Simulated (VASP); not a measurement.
A run of VASP 6.6.1 is set up as follows.

File INCAR:

```
PREC = Accurate ; ENCUT = 520
EDIFF = 1E-6 ; ISMEAR = -1
SIGMA = 0.06122561905347299 ; LREAL = False
LASPH = True ; NELM = 60
ALGO = Normal ; ISIF = 2
LWAVE = False ; LCHARG = False
GGA = PE ; NBANDS = 8
```

File KPOINTS:

```
regular mesh
0
Gamma
  43 43 43
```

The input POSCAR:

```
Li
1.0
    0.0000000000      2.1475404577      2.1475404577
    2.1475404577      0.0000000000      2.1475404577
    2.1475404577      2.1475404577      0.0000000000
Li
1
Direct
    0.0000000000      0.0000000000      0.0000000000
```

Potentials or basis: VASP PAW PBE potentials, release 64 (Li_sv).

The run is started by

```bash
$ cat potpaw_PBE.64/Li_sv/POTCAR > POTCAR
$ mpirun -np 1 vasp_std > vasp.out
```

(1) Predict the band gap on the k mesh.

Results:

(1) zero (an odd number of electrons rules out a gap without spin polarisation).
